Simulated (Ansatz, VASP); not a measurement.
# InP in VASP and in Ansatz

File INCAR:

```
  PREC = Accurate
  ENCUT = 520
  EDIFF = 1E-6
  ISMEAR = 0
  SIGMA = 0.023
  LREAL = F
  LASPH = T
  NELM = 80
  ALGO = Normal
  ISIF = 2
  LWAVE = F
  LCHARG = T
  GGA = PE
  LELF = T
  LVHAR = T
  NBANDS = 16
```

File KPOINTS:

```
regular mesh
0
Gamma
  8 8 8
```

File POSCAR:

```
InP
1.0
    0.0000000000      2.9305000000      2.9305000000
    2.9305000000      0.0000000000      2.9305000000
    2.9305000000      2.9305000000      0.0000000000
In P
1 1
Direct
    0.0000000000      0.0000000000      0.0000000000
    0.7500000000      0.7500000000      0.7500000000
```

input.yaml

```yaml
crystal:
  lattice:
    - [0.0, 2.9305, 2.9305]
    - [2.9305, 0.0, 2.9305]
    - [2.9305, 2.9305, 0.0]
  atoms:
    - { symbol: In, position: [0.0, 0.0, 0.0] }
    - { symbol: P, position: [0.75, 0.75, 0.75] }
hamiltonian:
  xc: pbe
  pseudopotentials: { kind: paw }
kpoints:
  mp_grid: { grid: [8, 8, 8] }
scf:
  occupations: { method: gaussian, width: 0.023 }
output:
  forces: true
  stress: true
  eigenvalues: true
  write_density: true
  write_potential: true
  elf: true
  volumetric_format: npy
```

Alike in both runs: task single point; functional PBE; k mesh 8 × 8 × 8; occupations gaussian, width 0.023 eV; no spin polarisation.

|  | VASP | Ansatz |
| --- | --- | --- |
| version | VASP 6.6.1 | Ansatz 0.2.0 |
| potentials or method | VASP PAW PBE potentials, release 64 (In_d, P) | Ansatz PAW |
| plane-wave cutoff (eV) | 520 | 420 |
| valence electrons in the cell | 18 | 18 |

Ansatz gave:

* gap on the k mesh at the Fermi level (eV): 0.72
* least direct gap on the mesh (eV): 0.72
* pressure (GPa): 3.3

What did VASP give for the same quantities?

gap on the k mesh at the Fermi level (eV): 0.71; least direct gap on the mesh (eV): 0.71; pressure (GPa): 3.3.
